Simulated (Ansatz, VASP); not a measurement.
ScF3: VASP beside Ansatz

The input INCAR:

```
SYSTEM = ScF3
PREC = Accurate
ENCUT = 520
EDIFF = 1E-6
ISMEAR = -1
SIGMA = 0.02
LREAL = .FALSE.
LASPH = .TRUE.
NELM = 60
ALGO = Normal
ISIF = 2
LWAVE = .FALSE.
LCHARG = .FALSE.
GGA = CA
NBANDS = 24
```

Contents of KPOINTS:

```
regular mesh
0
G
  6 6 6
  0 0 0
```

File POSCAR:

```
ScF3
1.0
    4.0390232910      0.0000000000      0.0000000000
    0.0000000000      4.0390232910      0.0000000000
    0.0000000000      0.0000000000      4.0390232910
Sc F
1 3
Direct
    0.0000000000      0.0000000000      0.0000000000
    0.5000000000      0.0000000000      0.0000000000
    0.0000000000      0.5000000000      0.0000000000
    0.0000000000      0.0000000000      0.5000000000
```

Input for Ansatz:

```yaml
crystal:
  lattice:
    - [4.039023291, 0.0, 0.0]
    - [0.0, 4.039023291, 0.0]
    - [0.0, 0.0, 4.039023291]
  atoms:
    - { symbol: Sc, position: [0.0, 0.0, 0.0] }
    - { symbol: F, position: [0.5, 0.0, 0.0] }
    - { symbol: F, position: [0.0, 0.5, 0.0] }
    - { symbol: F, position: [0.0, 0.0, 0.5] }
kpoints:
  mp_grid: { grid: [6, 6, 6] }
  band_path:
    path:
      - [0.0, 0.0, 0.0]
      - [0.0, 0.5, 0.0]
      - [0.5, 0.5, 0.0]
      - [0.0, 0.0, 0.0]
      - [0.5, 0.5, 0.5]
      - [0.0, 0.5, 0.0]
      - [0.5, 0.5, 0.5]
      - [0.5, 0.5, 0.0]
    npoints: 5
scf:
  occupations: { method: fermi_dirac, width: 0.02 }
hamiltonian:
  xc: lda
  pseudopotentials: { kind: all_electron, lapw: { basis_error: 0.001 } }
output:
  forces: true
  stress: true
  eigenvalues: true
```

Change from the starting cell: volume scaled by 1.02.

Alike in both runs: task single point; functional LDA; k mesh 6 × 6 × 6; occupations fermi-dirac, width 0.02 eV; no spin polarisation.

|  | VASP | Ansatz |
| --- | --- | --- |
| version | VASP 6.6.1 | Ansatz 0.2.0 |
| potentials or method | VASP PAW LDA potentials, release 64 (Sc_sv, F), cutoff 520 eV | all-electron LAPW, scalar-relativistic |

```tsv
	VASP	Ansatz	Ansatz less VASP
gap on the k mesh at the Fermi level (eV)	6.08	6.11	+0.026
pressure (GPa)	-4.1	-4.7	-0.54
```

LDA's correlation is that of Perdew and Zunger in VASP and of Perdew and Wang (1992) in Ansatz. Ansatz ran all-electron here, and VASP with PAW potentials.
